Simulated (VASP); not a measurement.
# SiC (P6_3mc) in VASP: notebook

SiC is run at these levels: LDA; tasks: single point.

All numbers are computed with VASP 6.6.1; they aren't measurements. Logs are shortened: lines on timing, memory, paths and dates and some standing lists are left out, and cuts for length are marked.

## Step 1: The cell of the first run

The structure is hexagonal, space group P6_3mc (No. 186). Conventional cell: a = 2.995 Å, b = 2.995 Å, c = 5.038 Å, α = 90.00°, β = 90.00°, γ = 120.00°. Within 2.4 Å of Si (site symmetry 3m) lie 4 C at 1.84 to 1.88 Å. Within 2.4 Å of C (site symmetry 3m) lie 4 Si at 1.84 to 1.88 Å.

## Step 2: Single point, LDA (in-plane strain -0.02, then relaxed in part)

INCAR

```
PREC = Accurate ; ENCUT = 520
EDIFF = 1E-7 ; ISMEAR = 0
SIGMA = 0.01 ; LREAL = F
LASPH = T ; NELM = 100
ALGO = Normal ; ISIF = 2
LWAVE = F ; LCHARG = F
GGA = CA ; NBANDS = 16
```

KPOINTS

```
regular mesh
0
Gamma
  8 8 4
```

POSCAR

```
SiC
1.0
    2.9952346229      0.0000000000      0.0000000000
   -1.4976173115      2.5939492737      0.0000000000
    0.0000000000      0.0000000000      5.0377271723
Si C
2 2
Direct
    0.3333333333      0.6666666667      0.0060887436
    0.6666666667      0.3333333333      0.5060887436
    0.3333333333      0.6666666667      0.3789112564
    0.6666666667      0.3333333333      0.8789112564
```

Potentials or basis: VASP PAW LDA potentials, release 64 (Si, C).

Started as:

```
$ cat potpaw_LDA.64/Si/POTCAR potpaw_LDA.64/C/POTCAR > POTCAR
$ mpirun -np 1 vasp_std > vasp.out
```

OUTCAR:

```text
PREC = Accurate
   ENCUT = 520
   EDIFF = 1E-7
   ISMEAR = 0
   LREAL = F
   LASPH = T
   NELM = 100
   ISIF = 2
   GGA = CA

 ion  position               nearest neighbor table
   1  0.333  0.667  0.006-   4 1.84   4 1.84   4 1.84   3 1.88   2 3.06   2 3.06   2 3.06   2 3.06
                             2 3.06   2 3.06
   2  0.667  0.333  0.506-   3 1.84   3 1.84   3 1.84   4 1.88   1 3.06   1 3.06   1 3.06   1 3.06
                             1 3.06   1 3.06
   3  0.333  0.667  0.379-   2 1.84   2 1.84   2 1.84   1 1.88
   4  0.667  0.333  0.879-   1 1.84   1 1.84   1 1.84   2 1.88

  LATTYP: Found a hexagonal cell.
 ALAT       =     2.9952346229
 C/A-ratio  =     1.6819140423

  Lattice vectors:

 A1 = (   2.9952346229,   0.0000000000,   0.0000000000)
 A2 = (  -1.4976173115,   2.5939492737,   0.0000000000)
 A3 = (   0.0000000000,   0.0000000000,   5.0377271723)

Analysis of symmetry for initial positions (statically):
=====================================================================
 Subroutine PRICEL returns:
 Original cell was already a primitive cell.

 Routine SETGRP: Setting up the symmetry group for a
 hexagonal supercell.

 Subroutine GETGRP returns: Found 12 space group operations
 (whereof  6 operations were pure point group operations)
 out of a pool of 24 trial point group operations.

The static configuration has the point symmetry C_3v.
 The point group associated with its full space group is C_6v.

Analysis of symmetry for dynamics (positions and initial velocities):
=====================================================================
 Subroutine PRICEL returns:
 Original cell was already a primitive cell.

 Routine SETGRP: Setting up the symmetry group for a
 hexagonal supercell.

 Subroutine GETGRP returns: Found 12 space group operations
 (whereof  6 operations were pure point group operations)
 out of a pool of 24 trial point group operations.

The dynamic configuration has the point symmetry C_3v.
 The point group associated with its full space group is C_6v.

 Subroutine INISYM returns: Found 12 space group operations
 (whereof  6 operations are pure point group operations),
 and found     1 'primitive' translations

----------------------------------------------------------------------------------------

                                     Primitive cell

  volume of cell :      39.1406

  direct lattice vectors                    reciprocal lattice vectors
     2.995234623  0.000000000  0.000000000     0.333863662  0.192756275  0.000000000
    -1.497617311  2.593949274  0.000000000     0.000000000  0.385512550  0.000000000
     0.000000000  0.000000000  5.037727172     0.000000000  0.000000000  0.198502215

  length of vectors
     2.995234623  2.995234623  5.037727172     0.385512550  0.385512550  0.198502215

  position of ions in fractional coordinates (direct lattice)
     0.333333333  0.666666667  0.006088744
     0.666666667  0.333333333  0.506088744
     0.333333333  0.666666667  0.378911256
     0.666666667  0.333333333  0.878911256

  ion indices of the primitive-cell ions
   primitive index   ion index
                 1           1
                 2           2
                 3           3
                 4           4

----------------------------------------------------------------------------------------

 KPOINTS: regular mesh

Automatic generation of k-mesh.
 Grid dimensions read from file:
 generate k-points for:    8    8    4

 Generating k-lattice:

  Cartesian coordinates                     Fractional coordinates (reciprocal lattice)
     0.041732958  0.024094534  0.000000000     0.125000000  0.000000000  0.000000000
     0.000000000  0.048189069  0.000000000     0.000000000  0.125000000  0.000000000
     0.000000000  0.000000000  0.049625554     0.000000000  0.000000000  0.250000000

  Length of vectors
     0.048189069  0.048189069  0.049625554

  Shift w.r.t. Gamma in fractional coordinates (k-lattice)
     0.000000000  0.000000000  0.000000000

 Subroutine IBZKPT returns following result:
 ===========================================

 Found     30 irreducible k-points:

 Following reciprocal coordinates:
            Coordinates               Weight
  0.000000  0.000000  0.000000      1.000000
  0.125000  0.000000  0.000000      6.000000
  0.250000  0.000000  0.000000      6.000000
  0.375000  0.000000  0.000000      6.000000
  0.500000  0.000000  0.000000      3.000000
  0.125000  0.125000  0.000000      6.000000
[... 16 lines left out ...]
  0.250000  0.000000  0.500000      6.000000
  0.375000  0.000000  0.500000      6.000000
 [... further k-points ...]
   k-points           NKPTS =     30   k-points in BZ     NKDIM =     30   number of bands    NBANDS=     16
   number of dos      NEDOS =    301   number of ions     NIONS =      4
   total plane-waves  NPLWV =  23040
   dimension x,y,z NGX =    24 NGY =   24 NGZ =   40
   dimension x,y,z NGXF=    48 NGYF=   48 NGZF=   80
   ions per type =               2   2
   NGX,Y,Z   is equivalent  to a cutoff of  13.32, 13.32, 13.20 a.u.
   NGXF,Y,Z  is equivalent  to a cutoff of  26.64, 26.64, 26.40 a.u.
 SYSTEM =  unknown system
   PREC   = accura    normal or accurate (medium, high low for compatibility)
   ISTART =      0    job   : 0-new  1-cont  2-samecut
   ICHARG =      2    charge: 1-file 2-atom 10-const
   ISPIN  =      1    spin polarized calculation?
   LNONCOLLINEAR =      F non collinear calculations
   LSORBIT =      F    spin-orbit coupling
   LASPH  =      T    aspherical Exc in radial PAW
   ENCUT  =  520.0 eV  38.22 Ry    6.18 a.u.   5.57  5.57  9.37*2*pi/ulx,y,z
   NELM   =    100;   NELMIN=  2; NELMDL= -5     # of ELM steps
   EDIFF  = 0.1E-06   stopping-criterion for ELM
   LREAL  =      F    real-space projection
   EDIFFG = 0.1E-05   stopping-criterion for IOM
   NSW    =      0    number of steps for IOM
   IBRION =     -1    ionic relax: 0-MD 1-quasi-New 2-CG
   NFREE  =      0    steps in history (QN), initial steepest desc. (CG)
   ISIF   =      2    stress and relaxation
   ISYM   =      2    0-nonsym 1-usesym 2-fastsym
   POTIM  = 0.5000    time-step for ionic-motion
   TEBEG  =    0.0;   TEEND  =   0.0 temperature during run
   PSTRESS=    0.0 pullay stress
   NELECT =      16.0000    total number of electrons
   NUPDOWN=      -1.0000    fix difference up-down
   EMIN   =  10.00;   EMAX   =-10.00  energy-range for DOS
   EFERMI =   0.00;   METHOD = LEGACY
   ISMEAR =     0;   SIGMA  =   0.01  broadening in eV -4-tet -1-fermi 0-gaus
   EFERMI_NEDOS =   21; number of points for ismear=-14 and -15
   IALGO  =     38    algorithm
   IMIX   =      4    mixing-type and parameters
     AMIX     =   0.40;   BMIX     =  1.00
     AMIX_MAG =   1.60;   BMIX_MAG =  1.00
  volume/ion in A,a.u.               =       9.79        66.03
  Fermi-wavevector in a.u.,A,eV,Ry     =   1.214989  2.295997 20.084911  1.476199
  Thomas-Fermi vector in A             =   2.350391
   LORBIT       =      0    0 simple, 1 ext, 2 COOP (PROOUT), +10 PAW based schemes
   GGA     = CA    functional components
   LHFCALC =     F    Hartree Fock is set to
   AEXX    =    0.0000 exact exchange contribution
   IVDW    =     0    specifies the selected vdW correction
   LEPSILON=     F    determine dielectric tensor
   LRPA    =     F    only Hartree local field effects (RPA)
 non-spin polarized calculation
 Gauss-broadening in eV      SIGMA  =   0.01
  energy-cutoff  :      520.00
  volume of cell :       39.14
 maximum number of plane-waves:      1076
 NGX is ok and might be reduce to    24
   NGX = 11   NGY = 11   NGZ = 19

 number of electron      15.9999998 magnetization

 Free energy of the ion-electron system (eV)
  ---------------------------------------------------
  ext. energy  EPLUGINS =         0.00000000
  ---------------------------------------------------
  free energy    TOTEN  =       -33.20460503 eV

  energy without entropy =      -33.20460503  energy(sigma->0) =      -33.20460503

 E-fermi :   8.9991     XC(G=0): -11.7897

 val. band max:        8.9424153655   @ k =   0.0000   0.0000   0.0000
 cond. band min:      11.0593400585   @ k =   0.3750   0.2500   0.0000
 fundamental gap:      2.1169246930
 Fermi energy:         8.9991081752

 k-point     1 :       0.0000    0.0000    0.0000
  band No.  band energies     occupation
      1      -7.0639      2.00000
      2      -3.4224      2.00000
      3      -0.2693      2.00000
      4       7.7112      2.00000
      5       7.7112      2.00000
      6       8.5432      2.00000
[... 8 lines left out ...]
     15      18.1936      0.00000
     16      20.3400      0.00000

 k-point     2 :       0.1250    0.0000    0.0000
  band No.  band energies     occupation
      1      -6.7750      2.00000
      2      -3.1722      2.00000
      3       0.0019      2.00000
      4       6.2874      2.00000
      5       7.2467      2.00000
      6       7.9770      2.00000
[... 8 lines left out ...]
     15      18.7930      0.00000
     16      18.9270      0.00000

 k-point     3 :       0.2500    0.0000    0.0000
  band No.  band energies     occupation
      1      -5.9249      2.00000
      2      -2.4703      2.00000
      3       0.7647      2.00000
      4       3.7024      2.00000
      5       5.9099      2.00000
      6       6.4257      2.00000
[... 8 lines left out ...]
     15      19.2482      0.00000
     16      20.0799      0.00000

 k-point     4 :       0.3750    0.0000    0.0000
  band No.  band energies     occupation
      1      -4.5946      2.00000
      2      -1.6771      2.00000
      3       1.0732      2.00000
      4       2.3671      2.00000
      5       3.7245      2.00000
      6       5.8054      2.00000
[... 8 lines left out ...]
     15      20.3063      0.00000
     16      21.4095      0.00000

 k-point     5 :       0.5000    0.0000    0.0000
  band No.  band energies     occupation
      1      -3.4341      2.00000
      2      -1.9892      2.00000
      3       0.9054      2.00000
      4       2.3362      2.00000
      5       3.2123      2.00000
      6       5.3520      2.00000
[... 8 lines left out ...]
     15      19.2014      0.00000
     16      21.6685      0.00000

 k-point     6 :       0.1250    0.1250    0.0000
  band No.  band energies     occupation
      1      -6.2049      2.00000
      2      -2.6935      2.00000
      3       0.5237      2.00000
      4       4.7124      2.00000
      5       5.8244      2.00000
      6       7.0523      2.00000
[... 8 lines left out ...]
     15      19.0657      0.00000
     16      19.5395      0.00000
[... 267 lines left out ...]
 k-point    21 :       0.0000    0.0000    0.5000
  band No.  band energies     occupation
      1      -5.8575      2.00000
      2      -5.8575      2.00000
      3       4.0918      2.00000
      4       4.0918      2.00000
      5       8.2812      2.00000
      6       8.2812      2.00000
[... 8 lines left out ...]
     15      18.2189      0.00000
     16      18.2189      0.00000

 k-point    22 :       0.1250    0.0000    0.5000
  band No.  band energies     occupation
      1      -5.5760      2.00000
      2      -5.5760      2.00000
      3       4.2156      2.00000
      4       4.2156      2.00000
      5       7.1255      2.00000
      6       7.1255      2.00000
[... 8 lines left out ...]
     15      18.7859      0.00000
     16      18.7859      0.00000

 k-point    23 :       0.2500    0.0000    0.5000
  band No.  band energies     occupation
      1      -4.7529      2.00000
      2      -4.7529      2.00000
      3       3.7968      2.00000
      4       3.7968      2.00000
      5       5.6440      2.00000
      6       5.6440      2.00000
[... 8 lines left out ...]
     15      19.8358      0.00000
     16      19.8358      0.00000

 k-point    24 :       0.3750    0.0000    0.5000
  band No.  band energies     occupation
      1      -3.4990      2.00000
      2      -3.4990      2.00000
      3       1.6889      2.00000
      4       1.6889      2.00000
      5       5.9973      2.00000
      6       5.9973      2.00000
[... 8 lines left out ...]
     15      20.8194      0.00000
     16      20.8194      0.00000

 [... further k-points ...]
[... 5 lines left out ...]
  --------------------------------------------------------------------------------------
  -------------------------------------------------------------------------------------
  Total        3.4175881      3.4175881      0.0994941     -0.0000000      0.0000000      0.0000000
  in kB      139.8953681    139.8953681      4.0726844     -0.0000000      0.0000000      0.0000000
  external PRESSURE =      94.6211402 kB  Pullay stress =       0.0000000 kB

 VOLUME and BASIS-vectors are now :
 -----------------------------------------------------------------------------
  energy-cutoff  :      520.00
  volume of cell :       39.14
      direct lattice vectors                 reciprocal lattice vectors
     2.995234623  0.000000000  0.000000000     0.333863662  0.192756275  0.000000000
    -1.497617311  2.593949274  0.000000000     0.000000000  0.385512550  0.000000000
     0.000000000  0.000000000  5.037727172     0.000000000  0.000000000  0.198502215

 POSITION                                       TOTAL-FORCE (eV/Angst)
 -----------------------------------------------------------------------------------
     -0.00000      1.72930      0.03067        -0.000000      0.000000      0.001871
      1.49762      0.86465      2.54954         0.000000     -0.000000      0.001871
     -0.00000      1.72930      1.90885         0.000000      0.000000     -0.001871
      1.49762      0.86465      4.42772         0.000000      0.000000     -0.001871
 -----------------------------------------------------------------------------------
    total drift:                               -0.000000      0.000000      0.000090

  FREE ENERGIE OF THE ION-ELECTRON SYSTEM (eV)
  ---------------------------------------------------
  free  energy   TOTEN  =       -33.2046050330 eV

  energy  without entropy=      -33.2046050330  energy(sigma->0) =      -33.20460503
```

It took 23 s on 1 thread of AMD EPYC 7R43 (Zen 3), shared host; peak memory 0.1 GiB.

Results:

```yaml
Free_energy: -33.2046 eV
Pressure: 9.5 GPa
Band_gap_on_the_k_mesh: 2.12 eV, indirect (least direct gap 4.17 eV)
```

Levels at points of the mesh, in eV from the valence-band top:
| k point | band 5 | band 6 | band 7 | band 8 | band 9 | band 10 | band 11 | band 12 |
| --- | --- | --- | --- | --- | --- | --- | --- | --- |
| (0.00, 0.00, 0.00) | -1.23 | -0.40 | 0.00 | 0.00 | 5.56 | 6.16 | 7.02 | 7.02 |
| (0.50, 0.00, 0.00) | -5.73 | -3.59 | -3.36 | -1.28 | 2.89 | 3.91 | 7.20 | 7.22 |
| (0.00, 0.00, 0.50) | -0.66 | -0.66 | -0.66 | -0.66 | 6.52 | 6.52 | 7.67 | 7.67 |
| (0.50, 0.00, 0.50) | -2.61 | -2.61 | -2.50 | -2.50 | 3.15 | 3.15 | 5.27 | 5.27 |

Caveat: the cell differs from its parent crystal (in-plane strain -0.02, then relaxed in part). A k mesh can miss the band edges.

## Step 3: Single point, LDA (film at in-plane strain -0.02)

INCAR

```
SYSTEM = SiC
PREC = Accurate
ENCUT = 520
EDIFF = 1E-6
ISMEAR = 0
SIGMA = 0.01
LREAL = .FALSE.
LASPH = .TRUE.
NELM = 80
ALGO = Normal
ISIF = 2
LWAVE = .FALSE.
LCHARG = .TRUE.
GGA = CA
LELF = .TRUE.
LVHAR = .TRUE.
NBANDS = 16
```

KPOINTS

```
regular mesh
0
G
  8 8 4
  0 0 0
```

POSCAR is that of step 2.

Potentials or basis: VASP PAW LDA potentials, release 64 (Si, C).

Started as:

```
$ cat potpaw_LDA.64/Si/POTCAR potpaw_LDA.64/C/POTCAR > POTCAR
$ mpirun -np 1 vasp_std > vasp.out
```

It took 22 s on 1 thread of AMD EPYC 7R43 (Zen 3), shared host; peak memory 0.1 GiB.

It converged, with:

```yaml
Free_energy: -33.2046 eV
Pressure: 9.4 GPa
Band_gap_on_the_k_mesh: 2.12 eV, indirect (least direct gap 4.17 eV)
```

Stress tensor (GPa, compression positive):
```
13.97  0.00  0.00
 0.00 13.97  0.00
 0.00  0.00  0.39
```

Levels at points of the mesh, in eV from the valence-band top:
| k point | band 5 | band 6 | band 7 | band 8 | band 9 | band 10 | band 11 | band 12 |
| --- | --- | --- | --- | --- | --- | --- | --- | --- |
| (0.00, 0.00, 0.00) | -1.23 | -0.40 | 0.00 | 0.00 | 5.56 | 6.16 | 7.02 | 7.02 |
| (0.50, 0.00, 0.00) | -5.73 | -3.59 | -3.36 | -1.28 | 2.89 | 3.91 | 7.20 | 7.22 |
| (0.00, 0.00, 0.50) | -0.66 | -0.66 | -0.66 | -0.66 | 6.52 | 6.52 | 7.67 | 7.67 |
| (0.50, 0.00, 0.50) | -2.61 | -2.61 | -2.50 | -2.50 | 3.15 | 3.15 | 5.26 | 5.26 |

Caveat: the cell differs from its parent crystal (film at in-plane strain -0.02).

## Step 4: Single point, LDA

This run uses another cell than the first one, of 10.14 Å³/atom, 1.037 times its volume.

INCAR

```
SYSTEM = SiC
PREC = Accurate ; ENCUT = 520
EDIFF = 1E-6 ; ISMEAR = 0
SIGMA = 0.01 ; LREAL = .False.
LASPH = .True. ; NELM = 60
ALGO = Normal ; ISIF = 2
LWAVE = .False. ; LCHARG = .False.
GGA = CA ; NBANDS = 16
```

KPOINTS

```
Automatic mesh
0
Gamma
  8 8 4
  0 0 0
```

POSCAR

```
SiC
1.0
    3.0563618601      0.0000000000      0.0000000000
   -1.5281809301      2.6468870140      0.0000000000
    0.0000000000      0.0000000000      5.0159135140
Si C
2 2
Direct
    0.3333333333      0.6666666667      0.0045956273
    0.6666666667      0.3333333333      0.5045956273
    0.3333333333      0.6666666667      0.3804043727
    0.6666666667      0.3333333333      0.8804043727
```

Started as:

```
$ cat potpaw_LDA.64/Si/POTCAR potpaw_LDA.64/C/POTCAR > POTCAR
$ mpirun -np 1 vasp_std > vasp.out
```

Wall time 24 s (1 thread of AMD EPYC 7R43 (Zen 3), shared host); peak memory 0.1 GiB.

The run converged. Its results:

```
Free energy            : -33.2752 eV
Pressure               : 0.4 GPa
Band gap on the k mesh : 2.38 eV, indirect (least direct gap 3.91 eV)
```

Levels at points of the mesh, in eV from the valence-band top:
| k point | band 6 | band 7 | band 8 | band 9 | band 10 | band 11 |
| --- | --- | --- | --- | --- | --- | --- |
| (0.00, 0.00, 0.00) | -0.11 | 0.00 | 0.00 | 4.92 | 6.42 | 6.67 |
| (0.50, 0.00, 0.00) | -3.37 | -3.36 | -1.20 | 2.71 | 4.16 | 6.95 |
| (0.00, 0.00, 0.50) | -0.72 | -0.72 | -0.72 | 6.00 | 6.00 | 7.35 |
| (0.50, 0.00, 0.50) | -2.48 | -2.35 | -2.35 | 3.25 | 3.25 | 5.23 |

## Step 5: Single point, LDA

This run uses another cell than the first one, of 10.14 Å³/atom, 1.037 times its volume.

INCAR

```
ALGO = Normal
EDIFF = 1E-6
ENCUT = 520
GGA = CA
ISIF = 2
ISMEAR = 0
LASPH = T
LCHARG = F
LREAL = F
LWAVE = F
NBANDS = 16
NELM = 60
PREC = Accurate
SIGMA = 0.01
```

KPOINTS

```
k-points
0
Gamma
  8 8 4
```

POSCAR is that of step 4.

Started as:

```
$ cat potpaw_LDA.64/Si/POTCAR potpaw_LDA.64/C/POTCAR > POTCAR
$ mpirun -np 1 vasp_std > vasp.out
```

Wall time 24 s (1 thread of AMD EPYC 7R43 (Zen 3), shared host); peak memory 0.11 GiB.

The run converged. Its results:

| Quantity | Value |
| --- | --- |
| Free energy | -33.2752 eV |
| Pressure | 0.4 GPa |
| Band gap on the k mesh | 2.38 eV, indirect (least direct gap 3.91 eV) |

Levels at points of the mesh, in eV from the valence-band top:
```tsv
k point	band 6	band 7	band 8	band 9	band 10	band 11
(0.00, 0.00, 0.00)	-0.11	0.00	0.00	4.92	6.42	6.67
(0.50, 0.00, 0.00)	-3.37	-3.36	-1.20	2.71	4.16	6.95
(0.00, 0.00, 0.50)	-0.72	-0.72	-0.72	6.00	6.00	7.35
(0.50, 0.00, 0.50)	-2.48	-2.35	-2.35	3.25	3.25	5.23
```
